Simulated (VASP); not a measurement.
# MgRe3 (Fm-3m) in VASP: a series of runs

The runs below take MgRe3 through single point, with PBE.

Everything below comes from runs of VASP 6.6.1. Logs are shortened: lines on timing, memory, paths and dates and some standing lists are left out, and cuts for length are marked.

## Step 1: The cell of the first run

The structure is cubic, space group Fm-3m (No. 225). The conventional cell has a = 5.969 Å, b = 5.969 Å, c = 5.969 Å, α = 90.00°, β = 90.00°, γ = 90.00°. Within 3.4 Å of Mg (site symmetry m-3m) lie 14 Re at 2.58 to 2.98 Å. Within 3.4 Å of Re (site symmetry -43m) lie 4 Mg at 2.58 Å and 10 Re at 2.58 to 2.98 Å. Re (site symmetry m-3m) has 8 Re at 2.58 Å and 6 Mg at 2.98 Å within 3.4 Å.

## Step 2: Single point, PBE

File INCAR:

```
SYSTEM = MgRe3
ALGO = Normal ; EDIFF = 1E-7
ENCUT = 520 ; GGA = PE
ISIF = 2 ; ISMEAR = 1
LASPH = .True. ; LCHARG = .False.
LREAL = .False. ; LWAVE = .False.
NBANDS = 20 ; NELM = 80
PREC = Accurate ; SIGMA = 0.1
```

File KPOINTS:

```
k-points
0
Gamma
  7 7 7
  0 0 0
```

File POSCAR:

```
MgRe3
1.0
    0.0000000000      2.9846041775      2.9846041775
    2.9846041775      0.0000000000      2.9846041775
    2.9846041775      2.9846041775      0.0000000000
Mg Re
1 3
Direct
    0.0000000000      0.0000000000      0.0000000000
    0.2500000000      0.2500000000      0.2500000000
    0.5000000000      0.5000000000      0.5000000000
    0.7500000000      0.7500000000      0.7500000000
```

Potentials or basis: VASP PAW PBE potentials, release 64 (Mg, Re).

The run is started by

```sh
$ cat potpaw_PBE.64/Mg/POTCAR potpaw_PBE.64/Re/POTCAR > POTCAR
$ mpirun -np 1 vasp_std > vasp.out
```

OUTCAR:

```text
SYSTEM = MgRe3
   EDIFF = 1E-7
   ENCUT = 520
   GGA = PE
   ISIF = 2
   ISMEAR = 1
   LASPH = .True.
   LREAL = .False.
   NELM = 80
   PREC = Accurate

 ion  position               nearest neighbor table
   1  0.000  0.000  0.000-   2 2.58   4 2.58   4 2.58   4 2.58   4 2.58   2 2.58   2 2.58   2 2.58
                             3 2.98   3 2.98   3 2.98   3 2.98   3 2.98   3 2.98
   2  0.250  0.250  0.250-   1 2.58   3 2.58   1 2.58   1 2.58   1 2.58   3 2.58   3 2.58   3 2.58
                             4 2.98   4 2.98   4 2.98   4 2.98   4 2.98   4 2.98
   3  0.500  0.500  0.500-   2 2.58   4 2.58   2 2.58   2 2.58   2 2.58   4 2.58   4 2.58   4 2.58
                             1 2.98   1 2.98   1 2.98   1 2.98   1 2.98   1 2.98
   4  0.750  0.750  0.750-   1 2.58   3 2.58   3 2.58   3 2.58   3 2.58   1 2.58   1 2.58   1 2.58
                             2 2.98   2 2.98   2 2.98   2 2.98   2 2.98   2 2.98

  LATTYP: Found a face centered cubic cell.
 ALAT       =     5.9692083550

  Lattice vectors:

 A1 = (   0.0000000000,   2.9846041775,   2.9846041775)
 A2 = (   2.9846041775,   0.0000000000,   2.9846041775)
 A3 = (   2.9846041775,   2.9846041775,   0.0000000000)

Analysis of symmetry for initial positions (statically):
=====================================================================
 Subroutine PRICEL returns:
 Original cell was already a primitive cell.

 Routine SETGRP: Setting up the symmetry group for a
 face centered cubic supercell.

 Subroutine GETGRP returns: Found 48 space group operations
[... 9 lines left out ...]

 Routine SETGRP: Setting up the symmetry group for a
 face centered cubic supercell.

 Subroutine GETGRP returns: Found 48 space group operations
[... 11 lines left out ...]
                                     Primitive cell

  volume of cell :      53.1729

  direct lattice vectors                    reciprocal lattice vectors
     0.000000000  2.984604178  2.984604178    -0.167526402  0.167526402  0.167526402
     2.984604178  0.000000000  2.984604178     0.167526402 -0.167526402  0.167526402
     2.984604178  2.984604178  0.000000000     0.167526402  0.167526402 -0.167526402

  length of vectors
     4.220867706  4.220867706  4.220867706     0.290164240  0.290164240  0.290164240

  position of ions in fractional coordinates (direct lattice)
     0.000000000  0.000000000  0.000000000
     0.250000000  0.250000000  0.250000000
     0.500000000  0.500000000  0.500000000
     0.750000000  0.750000000  0.750000000

  ion indices of the primitive-cell ions
   primitive index   ion index
                 1           1
                 2           2
                 3           3
                 4           4

----------------------------------------------------------------------------------------

 KPOINTS: k-points

Automatic generation of k-mesh.
 Grid dimensions read from file:
 generate k-points for:    7    7    7

 Generating k-lattice:

  Cartesian coordinates                     Fractional coordinates (reciprocal lattice)
    -0.023932343  0.023932343  0.023932343     0.142857143  0.000000000  0.000000000
     0.023932343 -0.023932343  0.023932343     0.000000000  0.142857143  0.000000000
     0.023932343  0.023932343 -0.023932343     0.000000000  0.000000000  0.142857143

  Length of vectors
     0.041452034  0.041452034  0.041452034

  Shift w.r.t. Gamma in fractional coordinates (k-lattice)
     0.000000000  0.000000000  0.000000000

 Subroutine IBZKPT returns following result:
 ===========================================

 Found     20 irreducible k-points:

 Following reciprocal coordinates:
            Coordinates               Weight
  0.000000  0.000000  0.000000      1.000000
  0.142857  0.000000  0.000000      8.000000
  0.285714  0.000000  0.000000      8.000000
  0.428571  0.000000  0.000000      8.000000
  0.142857  0.142857  0.000000      6.000000
  0.285714  0.142857  0.000000     24.000000
[... 12 lines left out ...]
 -0.428571  0.428571  0.142857     24.000000
 -0.285714  0.428571  0.142857     24.000000
   k-points           NKPTS =     20   k-points in BZ     NKDIM =     20   number of bands    NBANDS=     20
   number of dos      NEDOS =    301   number of ions     NIONS =      4
   total plane-waves  NPLWV =  32768
   dimension x,y,z NGX =    32 NGY =   32 NGZ =   32
   dimension x,y,z NGXF=    64 NGYF=   64 NGZF=   64
   ions per type =               1   3
   NGX,Y,Z   is equivalent  to a cutoff of  12.60, 12.60, 12.60 a.u.
   NGXF,Y,Z  is equivalent  to a cutoff of  25.21, 25.21, 25.21 a.u.
 SYSTEM =  MgRe3
   PREC   = accura    normal or accurate (medium, high low for compatibility)
   ISTART =      0    job   : 0-new  1-cont  2-samecut
   ICHARG =      2    charge: 1-file 2-atom 10-const
   ISPIN  =      1    spin polarized calculation?
   LNONCOLLINEAR =      F non collinear calculations
   LSORBIT =      F    spin-orbit coupling
   LASPH  =      T    aspherical Exc in radial PAW
   ENCUT  =  520.0 eV  38.22 Ry    6.18 a.u.   7.85  7.85  7.85*2*pi/ulx,y,z
   NELM   =     80;   NELMIN=  2; NELMDL= -5     # of ELM steps
   EDIFF  = 0.1E-06   stopping-criterion for ELM
   LREAL  =      F    real-space projection
   EDIFFG = 0.1E-05   stopping-criterion for IOM
   NSW    =      0    number of steps for IOM
   IBRION =     -1    ionic relax: 0-MD 1-quasi-New 2-CG
   NFREE  =      0    steps in history (QN), initial steepest desc. (CG)
   ISIF   =      2    stress and relaxation
   ISYM   =      2    0-nonsym 1-usesym 2-fastsym
   POTIM  = 0.5000    time-step for ionic-motion
   TEBEG  =    0.0;   TEEND  =   0.0 temperature during run
   PSTRESS=    0.0 pullay stress
   NELECT =      23.0000    total number of electrons
   NUPDOWN=      -1.0000    fix difference up-down
   EMIN   =  10.00;   EMAX   =-10.00  energy-range for DOS
   EFERMI =   0.00;   METHOD = LEGACY
   ISMEAR =     1;   SIGMA  =   0.10  broadening in eV -4-tet -1-fermi 0-gaus
   EFERMI_NEDOS =   21; number of points for ismear=-14 and -15
   IALGO  =     38    algorithm
   IMIX   =      4    mixing-type and parameters
     AMIX     =   0.40;   BMIX     =  1.00
     AMIX_MAG =   1.60;   BMIX_MAG =  1.00
  volume/ion in A,a.u.               =      13.29        89.71
  Fermi-wavevector in a.u.,A,eV,Ry     =   1.238095  2.339661 20.856094  1.532880
  Thomas-Fermi vector in A             =   2.372635
   LORBIT       =      0    0 simple, 1 ext, 2 COOP (PROOUT), +10 PAW based schemes
   GGA     = PE    functional components
   LHFCALC =     F    Hartree Fock is set to
   AEXX    =    0.0000 exact exchange contribution
   IVDW    =     0    specifies the selected vdW correction
   LEPSILON=     F    determine dielectric tensor
   LRPA    =     F    only Hartree local field effects (RPA)
 non-spin polarized calculation
 Methfessel and Paxton  Order N= 1 SIGMA  =   0.10
  energy-cutoff  :      520.00
  volume of cell :       53.17
 maximum number of plane-waves:      1459
   NGX = 15   NGY = 15   NGZ = 15

 number of electron      23.0000001 magnetization

 Free energy of the ion-electron system (eV)
  ---------------------------------------------------
  ext. energy  EPLUGINS =         0.00000000
  ---------------------------------------------------
  free energy    TOTEN  =       -36.84311642 eV

  energy without entropy =      -36.84234223  energy(sigma->0) =      -36.84285836

 E-fermi :   8.3897     XC(G=0): -13.3751

 val. band max:        8.3542881741   @ k =   0.4286   0.4286   0.0000
 cond. band min:       8.4127928696   @ k =  -0.4286   0.4286   0.0000
 fundamental gap:      0.0585046955
 Fermi energy:         8.3896726491

 k-point     1 :       0.0000    0.0000    0.0000
  band No.  band energies     occupation
      1      -1.9114      2.00000
      2       2.3500      2.00000
      3       2.3500      2.00000
      4       4.1416      2.00000
      5       4.1416      2.00000
      6       4.1416      2.00000
[... 12 lines left out ...]
     19      16.8256      0.00000
     20      16.8368      0.00000

 k-point     2 :       0.1429    0.0000    0.0000
  band No.  band energies     occupation
      1      -1.5395      2.00000
      2       2.5031      2.00000
      3       2.5031      2.00000
      4       3.7604      2.00000
      5       4.2278      2.00000
      6       4.2278      2.00000
[... 12 lines left out ...]
     19      16.7578      0.00000
     20      16.7581      0.00000

 k-point     3 :       0.2857    0.0000    0.0000
  band No.  band energies     occupation
      1      -0.5107      2.00000
      2       2.9258      2.00000
      3       2.9258      2.00000
      4       3.4194      2.00000
      5       4.2830      2.00000
      6       4.2830      2.00000
[... 12 lines left out ...]
     19      16.7518      0.00000
     20      17.2083      0.00000

 k-point     4 :       0.4286    0.0000    0.0000
  band No.  band energies     occupation
      1       0.8850      2.00000
      2       2.7591      2.00000
      3       3.4078      2.00000
      4       3.4078      2.00000
      5       3.9234      2.00000
      6       4.2286      2.00000
[... 12 lines left out ...]
     19      16.7309      0.00000
     20      16.7415      0.00000

 k-point     5 :       0.1429    0.1429    0.0000
  band No.  band energies     occupation
      1      -1.4174      2.00000
      2       2.4209      2.00000
      3       2.6134      2.00000
      4       3.9276      2.00000
      5       4.0991      2.00000
      6       4.0991      2.00000
[... 12 lines left out ...]
     19      15.9913      0.00000
     20      16.4308      0.00000
[... 261 lines left out ...]
      6       4.3452      2.00000
[... 12 lines left out ...]
     19      14.3056      0.00000
     20      18.0890      0.00000

 k-point    18 :      -0.4286    0.2857    0.1429
  band No.  band energies     occupation
      1       1.3839      2.00000
      2       2.2321      2.00000
      3       2.7952      2.00000
      4       3.3742      2.00000
      5       4.0746      2.00000
      6       4.3642      2.00000
[... 12 lines left out ...]
     19      13.6912      0.00000
     20      18.2175      0.00000

 k-point    19 :      -0.4286    0.4286    0.1429
  band No.  band energies     occupation
      1       1.7899      2.00000
      2       1.8934      2.00000
      3       2.2375      2.00000
      4       3.4345      2.00000
      5       4.4529      2.00000
      6       4.5541      2.00000
[... 12 lines left out ...]
     19      12.3883      0.00000
     20      17.6997      0.00000

 k-point    20 :      -0.2857    0.4286    0.1429
  band No.  band energies     occupation
      1       1.8353      2.00000
      2       2.3068      2.00000
      3       2.3411      2.00000
      4       3.0258      2.00000
      5       4.4232      2.00000
      6       4.7989      2.00000
[... 12 lines left out ...]
     19      12.5540      0.00000
     20      18.5075      0.00000

------------------------ aborting loop because EDIFF is reached ----------------------------------------

  FORCE on cell =-STRESS in cart. coord.  units (eV):
  Direction    XX          YY          ZZ          XY          YZ          ZX
  --------------------------------------------------------------------------------------
  -------------------------------------------------------------------------------------
  Total       14.5024422     14.5024422     14.5024422      0.0000000     -0.0000000      0.0000000
  in kB      436.9799418    436.9799418    436.9799418      0.0000000     -0.0000000      0.0000000
  external PRESSURE =     436.9799418 kB  Pullay stress =       0.0000000 kB

 VOLUME and BASIS-vectors are now :
 -----------------------------------------------------------------------------
  energy-cutoff  :      520.00
  volume of cell :       53.17
      direct lattice vectors                 reciprocal lattice vectors
     0.000000000  2.984604178  2.984604178    -0.167526402  0.167526402  0.167526402
     2.984604178  0.000000000  2.984604178     0.167526402 -0.167526402  0.167526402
     2.984604178  2.984604178  0.000000000     0.167526402  0.167526402 -0.167526402

 POSITION                                       TOTAL-FORCE (eV/Angst)
 -----------------------------------------------------------------------------------
      0.00000      0.00000      0.00000         0.000000     -0.000000     -0.000000
      1.49230      1.49230      1.49230         0.000000      0.000000      0.000000
      2.98460      2.98460      2.98460         0.000000     -0.000000     -0.000000
      4.47691      4.47691      4.47691        -0.000000     -0.000000     -0.000000
 -----------------------------------------------------------------------------------
    total drift:                               -0.000000      0.000000      0.000000

  FREE ENERGIE OF THE ION-ELECTRON SYSTEM (eV)
  ---------------------------------------------------
  free  energy   TOTEN  =       -36.8431164171 eV

  energy  without entropy=      -36.8423422323  energy(sigma->0) =      -36.84285836
```

It took 12 s on 1 thread of Intel Xeon 6975P-C (Granite Rapids), shared host; peak memory 0.18 GiB.

What came out:

```
Free energy : -36.8431 eV
Pressure    : 43.7 GPa
```

Caveat: spin-orbit coupling is left out, which moves the levels of the heavy elements.

## Step 3: Single point, PBE

This run uses another cell than the first one, of 13.90 Å³/atom, 1.045 times its volume.

File INCAR:

```
SYSTEM = MgRe3
PREC = Accurate
ENCUT = 520
EDIFF = 1E-6
ISMEAR = 1
SIGMA = 0.1
LREAL = .FALSE.
LASPH = .TRUE.
NELM = 60
ALGO = Normal
ISIF = 2
LWAVE = .FALSE.
LCHARG = .FALSE.
GGA = PE
NBANDS = 20
```

File KPOINTS:

```
regular mesh
0
G
  7 7 7
  0 0 0
```

File POSCAR:

```
MgRe3
1.0
    0.0000000000      3.0291570769      3.0291570769
    3.0291570769      0.0000000000      3.0291570769
    3.0291570769      3.0291570769      0.0000000000
Mg Re
1 3
Direct
    0.0000000000      0.0000000000      0.0000000000
    0.2500000000      0.2500000000      0.2500000000
    0.5000000000      0.5000000000      0.5000000000
    0.7500000000      0.7500000000      0.7500000000
```

Potentials or basis: VASP PAW PBE potentials, release 64 (Mg, Re).

The run is started by

```sh
$ cat potpaw_PBE.64/Mg/POTCAR potpaw_PBE.64/Re/POTCAR > POTCAR
$ mpirun -np 1 vasp_std > vasp.out
```

OUTCAR:

```text
SYSTEM = MgRe3
   PREC = Accurate
   ENCUT = 520
   EDIFF = 1E-6
   ISMEAR = 1
   LREAL = .FALSE.
   LASPH = .TRUE.
   NELM = 60
   ISIF = 2
   GGA = PE

 ion  position               nearest neighbor table
   1  0.000  0.000  0.000-   4 2.62   4 2.62   4 2.62   2 2.62   4 2.62   2 2.62   2 2.62   2 2.62
                             3 3.03   3 3.03   3 3.03   3 3.03   3 3.03   3 3.03
   2  0.250  0.250  0.250-   1 2.62   1 2.62   1 2.62   1 2.62   3 2.62   3 2.62   3 2.62   3 2.62
                             4 3.03   4 3.03   4 3.03   4 3.03   4 3.03   4 3.03
   3  0.500  0.500  0.500-   2 2.62   2 2.62   2 2.62   2 2.62   4 2.62   4 2.62   4 2.62   4 2.62
                             1 3.03   1 3.03   1 3.03   1 3.03   1 3.03   1 3.03
   4  0.750  0.750  0.750-   3 2.62   3 2.62   3 2.62   1 2.62   3 2.62   1 2.62   1 2.62   1 2.62
                             2 3.03   2 3.03   2 3.03   2 3.03   2 3.03   2 3.03

  LATTYP: Found a face centered cubic cell.
 ALAT       =     6.0583141538

  Lattice vectors:

 A1 = (   0.0000000000,   3.0291570769,   3.0291570769)
 A2 = (   3.0291570769,   0.0000000000,   3.0291570769)
 A3 = (   3.0291570769,   3.0291570769,   0.0000000000)

Analysis of symmetry for initial positions (statically):
=====================================================================
 Subroutine PRICEL returns:
 Original cell was already a primitive cell.

 Routine SETGRP: Setting up the symmetry group for a
 face centered cubic supercell.

 Subroutine GETGRP returns: Found 48 space group operations
[... 9 lines left out ...]

 Routine SETGRP: Setting up the symmetry group for a
 face centered cubic supercell.

 Subroutine GETGRP returns: Found 48 space group operations
[... 11 lines left out ...]
                                     Primitive cell

  volume of cell :      55.5898

  direct lattice vectors                    reciprocal lattice vectors
     0.000000000  3.029157077  3.029157077    -0.165062421  0.165062421  0.165062421
     3.029157077  0.000000000  3.029157077     0.165062421 -0.165062421  0.165062421
     3.029157077  3.029157077  0.000000000     0.165062421  0.165062421 -0.165062421

  length of vectors
[... 100 lines left out ...]
     AMIX     =   0.40;   BMIX     =  1.00
     AMIX_MAG =   1.60;   BMIX_MAG =  1.00
  volume/ion in A,a.u.               =      13.90        93.78
  Fermi-wavevector in a.u.,A,eV,Ry     =   1.219885  2.305249 20.247102  1.488120
  Thomas-Fermi vector in A             =   2.355122
   LORBIT       =      0    0 simple, 1 ext, 2 COOP (PROOUT), +10 PAW based schemes
   GGA     = PE    functional components
   LHFCALC =     F    Hartree Fock is set to
   AEXX    =    0.0000 exact exchange contribution
   IVDW    =     0    specifies the selected vdW correction
   LEPSILON=     F    determine dielectric tensor
   LRPA    =     F    only Hartree local field effects (RPA)
 non-spin polarized calculation
 Methfessel and Paxton  Order N= 1 SIGMA  =   0.10
  energy-cutoff  :      520.00
  volume of cell :       55.59
 maximum number of plane-waves:      1508
   NGX = 15   NGY = 15   NGZ = 15

 number of electron      22.9999997 magnetization

 Free energy of the ion-electron system (eV)
  ---------------------------------------------------
  ext. energy  EPLUGINS =         0.00000000
  ---------------------------------------------------
  free energy    TOTEN  =       -37.36101571 eV

  energy without entropy =      -37.36155983  energy(sigma->0) =      -37.36119708

 E-fermi :   7.8440     XC(G=0): -13.1392

 val. band max:        7.7978776150   @ k =  -0.1429   0.1429   0.0000
 cond. band min:       7.8489069624   @ k =  -0.4286   0.4286   0.0000
 fundamental gap:      0.0510293475
 Fermi energy:         7.8439805969

 k-point     1 :       0.0000    0.0000    0.0000
  band No.  band energies     occupation
      1      -2.1477      2.00000
      2       2.1813      2.00000
      3       2.1814      2.00000
      4       3.8137      2.00000
      5       3.8137      2.00000
      6       3.8137      2.00000
[... 449 lines left out ...]
     19      11.7386      0.00000
     20      17.4977      0.00000

------------------------ aborting loop because EDIFF is reached ----------------------------------------

  FORCE on cell =-STRESS in cart. coord.  units (eV):
  Direction    XX          YY          ZZ          XY          YZ          ZX
  --------------------------------------------------------------------------------------
  -------------------------------------------------------------------------------------
  Total        8.8317475      8.8317475      8.8317475      0.0000000      0.0000000     -0.0000000
  in kB      254.5434036    254.5434036    254.5434036      0.0000000      0.0000000     -0.0000000
  external PRESSURE =     254.5434036 kB  Pullay stress =       0.0000000 kB

 VOLUME and BASIS-vectors are now :
 -----------------------------------------------------------------------------
  energy-cutoff  :      520.00
  volume of cell :       55.59
      direct lattice vectors                 reciprocal lattice vectors
     0.000000000  3.029157077  3.029157077    -0.165062421  0.165062421  0.165062421
     3.029157077  0.000000000  3.029157077     0.165062421 -0.165062421  0.165062421
     3.029157077  3.029157077  0.000000000     0.165062421  0.165062421 -0.165062421

 POSITION                                       TOTAL-FORCE (eV/Angst)
 -----------------------------------------------------------------------------------
      0.00000      0.00000      0.00000        -0.000000     -0.000000     -0.000000
      1.51458      1.51458      1.51458         0.000000      0.000000      0.000000
      3.02916      3.02916      3.02916        -0.000000     -0.000000     -0.000000
      4.54374      4.54374      4.54374        -0.000000     -0.000000     -0.000000
 -----------------------------------------------------------------------------------
    total drift:                               -0.000000      0.000000      0.000000

  FREE ENERGIE OF THE ION-ELECTRON SYSTEM (eV)
  ---------------------------------------------------
  free  energy   TOTEN  =       -37.3610157060 eV

  energy  without entropy=      -37.3615598332  energy(sigma->0) =      -37.36119708
```

It took 11 s on 1 thread of Intel Xeon 6975P-C (Granite Rapids), shared host; peak memory 0.18 GiB.

What came out:

```
Free energy : -37.3610 eV
Pressure    : 25.5 GPa
```

Caveat: spin-orbit coupling is left out, which moves the levels of the heavy elements.

(Continued in part 2 of 2.)
